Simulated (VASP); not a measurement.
# W (I4/mmm) in VASP: further runs

The runs below take W through single point, with PBE.

Program: VASP 6.6.1. These are calculated values, not measurements. Logs are shortened: lines on timing, memory, paths and dates and some standing lists are left out, and cuts for length are marked.

### Step 1. The cell of the first run

The structure is tetragonal, space group I4/mmm (No. 139). The conventional cell has a = 3.354 Å, b = 3.354 Å, c = 3.035 Å, α = 90.00°, β = 90.00°, γ = 90.00°. Within 3.7 Å of W (site symmetry 4/mmm) lie 14 W at 2.82 to 3.35 Å.

### Step 2. Single point, PBE (strain +0.050 along x and y, -0.050 along z)

INCAR reads:

```
ALGO = Fast
EDIFF = 1E-7
ENCUT = 520
GGA = PE
ISIF = 2
ISMEAR = -1
LASPH = True
LCHARG = False
LREAL = False
LWAVE = False
NBANDS = 13
NELM = 80
PREC = Accurate
SIGMA = 0.4
```

KPOINTS reads:

```
k-points
0
Gamma
  20 20 20
```

POSCAR reads:

```
W
1.0
   -1.6771650000      1.6771650000      1.5174350000
    1.6771650000     -1.6771650000      1.5174350000
    1.6771650000      1.6771650000     -1.5174350000
W
1
Direct
    0.0000000000      0.0000000000      0.0000000000
```

Potentials or basis: VASP PAW PBE potentials, release 64 (W_sv).

On the command line:

```bash
$ cat potpaw_PBE.64/W_sv/POTCAR > POTCAR
$ mpirun -np 1 vasp_std > vasp.out
```

OUTCAR:

```text
EDIFF = 1E-7
   ENCUT = 520
   GGA = PE
   ISIF = 2
   ISMEAR = -1
   LASPH = True
   LREAL = False
   NELM = 80
   PREC = Accurate

 ion  position               nearest neighbor table
   1  0.000  0.000  0.000-

  LATTYP: Found a body centered tetragonal cell.
 ALAT       =     3.3543300000
 C/A-ratio  =     0.9047619048

  Lattice vectors:

 A1 = (  -1.6771650000,   1.6771650000,   1.5174350000)
 A2 = (   1.6771650000,  -1.6771650000,   1.5174350000)
 A3 = (   1.6771650000,   1.6771650000,  -1.5174350000)

Analysis of symmetry for initial positions (statically):
=====================================================================
 Subroutine PRICEL returns:
 Original cell was already a primitive cell.

 Routine SETGRP: Setting up the symmetry group for a
 body centered tetragonal supercell.

 Subroutine GETGRP returns: Found 16 space group operations
 (whereof 16 operations were pure point group operations)
 out of a pool of 16 trial point group operations.

The static configuration has the point symmetry D_4h.

Analysis of symmetry for dynamics (positions and initial velocities):
=====================================================================
 Subroutine PRICEL returns:
 Original cell was already a primitive cell.

 Routine SETGRP: Setting up the symmetry group for a
 body centered tetragonal supercell.

 Subroutine GETGRP returns: Found 16 space group operations
 (whereof 16 operations were pure point group operations)
 out of a pool of 16 trial point group operations.

The dynamic configuration has the point symmetry D_4h.

 Subroutine INISYM returns: Found 16 space group operations
 (whereof 16 operations are pure point group operations),
 and found     1 'primitive' translations

----------------------------------------------------------------------------------------

                                     Primitive cell

  volume of cell :      17.0735

  direct lattice vectors                    reciprocal lattice vectors
    -1.677165000  1.677165000  1.517435000     0.000000000  0.298122129  0.329503405
     1.677165000 -1.677165000  1.517435000     0.298122129  0.000000000  0.329503405
     1.677165000  1.677165000 -1.517435000     0.298122129  0.298122129  0.000000000

  length of vectors
     2.815736823  2.815736823  2.815736823     0.444352673  0.444352673  0.421608358

  position of ions in fractional coordinates (direct lattice)
     0.000000000  0.000000000  0.000000000

  ion indices of the primitive-cell ions
   primitive index   ion index
                 1           1

----------------------------------------------------------------------------------------

 KPOINTS: k-points

Automatic generation of k-mesh.
 Grid dimensions read from file:
 generate k-points for:   20   20   20

 Generating k-lattice:

  Cartesian coordinates                     Fractional coordinates (reciprocal lattice)
     0.000000000  0.014906106  0.016475170     0.050000000 -0.000000000  0.000000000
     0.014906106  0.000000000  0.016475170    -0.000000000  0.050000000  0.000000000
     0.014906106  0.014906106  0.000000000     0.000000000  0.000000000  0.050000000

  Length of vectors
     0.022217634  0.022217634  0.021080418

  Shift w.r.t. Gamma in fractional coordinates (k-lattice)
     0.000000000  0.000000000  0.000000000

 Subroutine IBZKPT returns following result:
 ===========================================

 Found    641 irreducible k-points:

 Following reciprocal coordinates:
            Coordinates               Weight
  0.000000  0.000000  0.000000      1.000000
  0.050000  0.000000  0.000000      8.000000
  0.100000 -0.000000  0.000000      8.000000
  0.150000 -0.000000  0.000000      8.000000
  0.200000 -0.000000  0.000000      8.000000
  0.250000 -0.000000  0.000000      8.000000
[... 16 lines left out ...]
 -0.400000  0.050000  0.000000     16.000000
 -0.350000  0.050000 -0.000000     16.000000
 [... further k-points ...]
   k-points           NKPTS =    641   k-points in BZ     NKDIM =    641   number of bands    NBANDS=     13
   number of dos      NEDOS =    301   number of ions     NIONS =      1
   total plane-waves  NPLWV =  13824
   dimension x,y,z NGX =    24 NGY =   24 NGZ =   24
   dimension x,y,z NGXF=    48 NGYF=   48 NGZF=   48
   ions per type =               1
   NGX,Y,Z   is equivalent  to a cutoff of  14.17, 14.17, 14.17 a.u.
   NGXF,Y,Z  is equivalent  to a cutoff of  28.34, 28.34, 28.34 a.u.
 SYSTEM =  unknown system
   PREC   = accura    normal or accurate (medium, high low for compatibility)
   ISTART =      0    job   : 0-new  1-cont  2-samecut
   ICHARG =      2    charge: 1-file 2-atom 10-const
   ISPIN  =      1    spin polarized calculation?
   LNONCOLLINEAR =      F non collinear calculations
   LSORBIT =      F    spin-orbit coupling
   LASPH  =      T    aspherical Exc in radial PAW
   ENCUT  =  520.0 eV  38.22 Ry    6.18 a.u.   5.24  5.24  5.24*2*pi/ulx,y,z
   NELM   =     80;   NELMIN=  2; NELMDL= -5     # of ELM steps
   EDIFF  = 0.1E-06   stopping-criterion for ELM
   LREAL  =      F    real-space projection
   EDIFFG = 0.1E-05   stopping-criterion for IOM
   NSW    =      0    number of steps for IOM
   IBRION =     -1    ionic relax: 0-MD 1-quasi-New 2-CG
   NFREE  =      0    steps in history (QN), initial steepest desc. (CG)
   ISIF   =      2    stress and relaxation
   ISYM   =      2    0-nonsym 1-usesym 2-fastsym
   POTIM  = 0.5000    time-step for ionic-motion
   TEBEG  =    0.0;   TEEND  =   0.0 temperature during run
   PSTRESS=    0.0 pullay stress
   NELECT =      14.0000    total number of electrons
   NUPDOWN=      -1.0000    fix difference up-down
   EMIN   =  10.00;   EMAX   =-10.00  energy-range for DOS
   EFERMI =   0.00;   METHOD = LEGACY
   ISMEAR =    -1;   SIGMA  =   0.40  broadening in eV -4-tet -1-fermi 0-gaus
   EFERMI_NEDOS =   21; number of points for ismear=-14 and -15
   IALGO  =     68    algorithm
   IMIX   =      4    mixing-type and parameters
     AMIX     =   0.40;   BMIX     =  1.00
     AMIX_MAG =   1.60;   BMIX_MAG =  1.00
  volume/ion in A,a.u.               =      17.07       115.22
  Fermi-wavevector in a.u.,A,eV,Ry     =   1.532299  2.895626 31.945681  2.347941
  Thomas-Fermi vector in A             =   2.639525
   LORBIT       =      0    0 simple, 1 ext, 2 COOP (PROOUT), +10 PAW based schemes
   GGA     = PE    functional components
   LHFCALC =     F    Hartree Fock is set to
   AEXX    =    0.0000 exact exchange contribution
   IVDW    =     0    specifies the selected vdW correction
   LEPSILON=     F    determine dielectric tensor
   LRPA    =     F    only Hartree local field effects (RPA)
 non-spin polarized calculation
 RMM-DIIS sequential band-by-band and
  energy-cutoff  :      520.00
  volume of cell :       17.07
 maximum number of plane-waves:       477
 NGX is ok and might be reduce to    24
   NGX = 11   NGY = 11   NGZ = 11

 number of electron      14.0000001 magnetization

 Free energy of the ion-electron system (eV)
  ---------------------------------------------------
  ext. energy  EPLUGINS =         0.00000000
  ---------------------------------------------------
  free energy    TOTEN  =       -12.97831151 eV

  energy without entropy =      -12.59857193  energy(sigma->0) =      -12.78844172

 E-fermi :  10.3010     XC(G=0): -13.2166

 val. band max:       10.2975104451   @ k =  -0.1500   0.2000   0.1500
 cond. band min:      10.3255081904   @ k =  -0.4500   0.4500   0.2500
 fundamental gap:      0.0279977453
 Fermi energy:        10.3009627477

 k-point     1 :       0.0000    0.0000    0.0000
  band No.  band energies     occupation
      1     -63.8305      2.00000
      2     -27.5210      2.00000
      3     -27.5210      2.00000
      4     -27.4440      2.00000
      5       1.1783      2.00000
      6       8.5428      1.97563
      7       9.8372      1.52243
      8       9.8372      1.52243
      9      11.5637      0.08164
     10      13.2311      0.00132
     11      24.2041      0.00000
     12      24.2041      0.00000
     13      26.1500      0.00000

 k-point     2 :       0.0500    0.0000    0.0000
  band No.  band energies     occupation
      1     -63.8280      2.00000
      2     -27.5352      2.00000
      3     -27.5297      2.00000
      4     -27.4577      2.00000
      5       1.2944      2.00000
      6       8.5706      1.97390
      7       9.8033      1.55257
      8       9.8363      1.52322
      9      11.5722      0.08000
     10      13.1362      0.00167
     11      24.4122      0.00000
     12      24.4151      0.00000
     13      26.2574      0.00000

 k-point     3 :       0.1000   -0.0000    0.0000
  band No.  band energies     occupation
      1     -63.8209      2.00000
      2     -27.5943      2.00000
      3     -27.5549      2.00000
      4     -27.4790      2.00000
      5       1.6335      2.00000
      6       8.5826      1.97312
      7       9.6776      1.65228
      8       9.9190      1.44416
      9      11.6217      0.07102
     10      12.9147      0.00290
     11      24.9425      0.00000
     12      25.0189      0.00000
     13      26.5257      0.00000
[... 305 lines left out ...]
 k-point    23 :      -0.4000    0.0500    0.0000
  band No.  band energies     occupation
      1     -63.7443      2.00000
      2     -28.3427      2.00000
      3     -27.8217      2.00000
      4     -27.5377      2.00000
      5       4.6657      2.00000
      6       7.1395      1.99926
      7       9.4854      1.76966
      8      12.5013      0.00813
      9      13.3190      0.00106
     10      14.4683      0.00006
     11      21.9323      0.00000
     12      23.8396      0.00000
     13      27.5148      0.00000

 k-point    24 :      -0.3500    0.0500   -0.0000
  band No.  band energies     occupation
      1     -63.7571      2.00000
      2     -28.2229      2.00000
      3     -27.7771      2.00000
      4     -27.5288      2.00000
      5       4.4266      2.00000
      6       7.3884      1.99862
      7       8.9130      1.93963
      8      12.5137      0.00789
      9      12.8154      0.00372
     10      13.4511      0.00076
     11      22.8668      0.00000
     12      25.4050      0.00000
     13      28.9619      0.00000

 [... further k-points ...]

------------------------ aborting loop because EDIFF is reached ----------------------------------------

  FORCE on cell =-STRESS in cart. coord.  units (eV):
  Direction    XX          YY          ZZ          XY          YZ          ZX
  --------------------------------------------------------------------------------------
  -------------------------------------------------------------------------------------
  Total       -2.0034929     -2.0034929      0.3036866     -0.0000000      0.0000000     -0.0000000
  in kB     -188.0081680   -188.0081680     28.4980097     -0.0000000      0.0000000     -0.0000000
  external PRESSURE =    -115.8394421 kB  Pullay stress =       0.0000000 kB

 VOLUME and BASIS-vectors are now :
 -----------------------------------------------------------------------------
  energy-cutoff  :      520.00
  volume of cell :       17.07
      direct lattice vectors                 reciprocal lattice vectors
    -1.677165000  1.677165000  1.517435000     0.000000000  0.298122129  0.329503405
     1.677165000 -1.677165000  1.517435000     0.298122129  0.000000000  0.329503405
     1.677165000  1.677165000 -1.517435000     0.298122129  0.298122129  0.000000000

 POSITION                                       TOTAL-FORCE (eV/Angst)
 -----------------------------------------------------------------------------------
      0.00000      0.00000      0.00000         0.000000     -0.000000      0.000000
 -----------------------------------------------------------------------------------
    total drift:                               -0.000000      0.000000      0.000000

  FREE ENERGIE OF THE ION-ELECTRON SYSTEM (eV)
  ---------------------------------------------------
  free  energy   TOTEN  =       -12.9783115113 eV

  energy  without entropy=      -12.5985719346  energy(sigma->0) =      -12.78844172
```

Wall time 66 s (1 thread of Intel Xeon Platinum 8559C (Emerald Rapids), shared host); peak memory 0.25 GiB.

Results:

- Free energy: -12.9783 eV
- Pressure: -11.6 GPa
- Band gap on the k mesh: zero (bands 7 and 8 overlap by 5.56 eV)

Caveat: the cell differs from its parent crystal (strain +0.050 along x and y, -0.050 along z); the cell stands under tension; so wide a smearing shifts energies and pressures; spin-orbit coupling is left out, which moves the levels of the heavy elements.

### Step 3. Single point, PBE (strain +0.050 along x and y, -0.025 along z)

INCAR reads:

```
ALGO = Fast ; EDIFF = 1E-7
ENCUT = 520 ; GGA = PE
ISIF = 2 ; ISMEAR = -1
LASPH = T ; LCHARG = F
LREAL = F ; LWAVE = F
NBANDS = 13 ; NELM = 80
PREC = Accurate ; SIGMA = 0.4
```

KPOINTS is that of step 2.

POSCAR reads:

```
W
1.0
   -1.6771650000      1.6771650000      1.5573675000
    1.6771650000     -1.6771650000      1.5573675000
    1.6771650000      1.6771650000     -1.5573675000
W
1
Direct
    0.0000000000      0.0000000000      0.0000000000
```

Potentials or basis: VASP PAW PBE potentials, release 64 (W_sv).

On the command line:

```bash
$ cat potpaw_PBE.64/W_sv/POTCAR > POTCAR
$ mpirun -np 1 vasp_std > vasp.out
```

OUTCAR:

```text
EDIFF = 1E-7
   ENCUT = 520
   GGA = PE
   ISIF = 2
   ISMEAR = -1
   LASPH = T
   LREAL = F
   NELM = 80
   PREC = Accurate

 ion  position               nearest neighbor table
   1  0.000  0.000  0.000-

  LATTYP: Found a body centered tetragonal cell.
 ALAT       =     3.3543300000
 C/A-ratio  =     0.9285714286

  Lattice vectors:

 A1 = (  -1.6771650000,   1.6771650000,   1.5573675000)
 A2 = (   1.6771650000,  -1.6771650000,   1.5573675000)
 A3 = (   1.6771650000,   1.6771650000,  -1.5573675000)

Analysis of symmetry for initial positions (statically):
=====================================================================
 Subroutine PRICEL returns:
 Original cell was already a primitive cell.

 Routine SETGRP: Setting up the symmetry group for a
 body centered tetragonal supercell.

 Subroutine GETGRP returns: Found 16 space group operations
 (whereof 16 operations were pure point group operations)
 out of a pool of 16 trial point group operations.

The static configuration has the point symmetry D_4h.

Analysis of symmetry for dynamics (positions and initial velocities):
=====================================================================
[... 170 lines left out ...]
      5       0.9736      2.00000
      6       8.4364      1.95595
      7       9.3478      1.63956
      8       9.3478      1.63956
      9      11.4441      0.04705
     10      12.6218      0.00253
     11      23.9168      0.00000
     12      23.9168      0.00000
     13      25.3129      0.00000
[... 354 lines left out ...]
  band No.  band energies     occupation
      1     -64.1612      2.00000
      2     -28.5866      2.00000
      3     -28.1693      2.00000
      4     -27.9398      2.00000
      5       4.1597      2.00000
      6       7.2061      1.99792
      7       8.5473      1.94229
      8      12.0311      0.01104
      9      12.4045      0.00436
     10      12.9921      0.00100
     11      22.4466      0.00000
     12      24.3255      0.00000
     13      28.4078      0.00000

 [... further k-points ...]

------------------------ aborting loop because EDIFF is reached ----------------------------------------

  FORCE on cell =-STRESS in cart. coord.  units (eV):
  Direction    XX          YY          ZZ          XY          YZ          ZX
  --------------------------------------------------------------------------------------
  -------------------------------------------------------------------------------------
  Total       -2.5410349     -2.5410349     -0.8681333      0.0000000      0.0000000      0.0000000
  in kB     -232.3370859   -232.3370859    -79.3769357      0.0000000      0.0000000      0.0000000
  external PRESSURE =    -181.3503692 kB  Pullay stress =       0.0000000 kB

 VOLUME and BASIS-vectors are now :
 -----------------------------------------------------------------------------
  energy-cutoff  :      520.00
  volume of cell :       17.52
      direct lattice vectors                 reciprocal lattice vectors
    -1.677165000  1.677165000  1.557367500     0.000000000  0.298122129  0.321054600
     1.677165000 -1.677165000  1.557367500     0.298122129  0.000000000  0.321054600
     1.677165000  1.677165000 -1.557367500     0.298122129  0.298122129  0.000000000

 POSITION                                       TOTAL-FORCE (eV/Angst)
 -----------------------------------------------------------------------------------
      0.00000      0.00000      0.00000         0.000000      0.000000      0.000000
 -----------------------------------------------------------------------------------
    total drift:                                0.000000      0.000000      0.000000

  FREE ENERGIE OF THE ION-ELECTRON SYSTEM (eV)
  ---------------------------------------------------
  free  energy   TOTEN  =       -12.9710197373 eV

  energy  without entropy=      -12.5928462403  energy(sigma->0) =      -12.78193299
```

OSZICAR:

```text
N       E                     dE             d eps       ncg     rms          rms(c)
DAV:   1     0.854192718272E+02    0.85419E+02   -0.74709E+03 16706   0.120E+03
DAV:   2    -0.118938289642E+02   -0.97313E+02   -0.93397E+02 18816   0.314E+02
DAV:   3    -0.136412607072E+02   -0.17474E+01   -0.17396E+01 18346   0.407E+01
DAV:   4    -0.136491842031E+02   -0.79235E-02   -0.79232E-02 18311   0.304E+00
DAV:   5    -0.136492588897E+02   -0.74687E-04   -0.74687E-04 18671   0.280E-01    0.172E+01
RMM:   6    -0.130989331414E+02    0.55033E+00   -0.48849E-01 18057   0.639E+00    0.663E+00
RMM:   7    -0.129737834103E+02    0.12515E+00   -0.31858E-01 18169   0.512E+00    0.100E+00
RMM:   8    -0.129713540713E+02    0.24293E-02   -0.12921E-02 20618   0.118E+00    0.257E-01
RMM:   9    -0.129710375604E+02    0.31651E-03   -0.19451E-03 19945   0.505E-01    0.272E-02
RMM:  10    -0.129710271238E+02    0.10437E-04   -0.32177E-04 20612   0.208E-01    0.143E-02
RMM:  11    -0.129710199446E+02    0.71793E-05   -0.22821E-05 21504   0.626E-02    0.198E-03
RMM:  12    -0.129710197429E+02    0.20163E-06   -0.46596E-06 21200   0.266E-02    0.180E-03
RMM:  13    -0.129710197373E+02    0.55836E-08   -0.74950E-07 18777   0.110E-02
   1 F= -.12971020E+02 E0= -.12781933E+02  d E =-.378173E+00
```

It took 67 s on 1 thread of Intel Xeon Platinum 8559C (Emerald Rapids), shared host; peak memory 0.25 GiB.

Results:

```yaml
Free_energy: -12.9710 eV
Pressure: -18.1 GPa
Band_gap_on_the_k_mesh: zero (bands 7 and 8 overlap by 5.41 eV)
```

Stress tensor (GPa, compression positive):
```
-23.23   0.00   0.00
  0.00 -23.23   0.00
  0.00   0.00  -7.94
```

Levels at points of the mesh, in eV from the Fermi level:
| k point | band 5 | band 6 | band 7 | band 8 | band 9 | band 10 |
| --- | --- | --- | --- | --- | --- | --- |
| (0.00, 0.00, 0.00) | -8.98 | -1.52 | -0.61 | -0.61 | 1.49 | 2.67 |
| (0.50, 0.00, 0.00) | -5.53 | -3.28 | 0.69 | 2.02 | 3.41 | 5.41 |
| (0.50, 0.50, 0.00) | -5.60 | -2.35 | 0.15 | 1.21 | 2.47 | 5.30 |
| (0.50, 0.50, 0.50) | -5.06 | -4.89 | 4.52 | 4.52 | 4.79 | 6.94 |

Caveat: the cell differs from its parent crystal (strain +0.050 along x and y, -0.025 along z); the cell stands under tension; so wide a smearing shifts energies and pressures; spin-orbit coupling is left out, which moves the levels of the heavy elements.
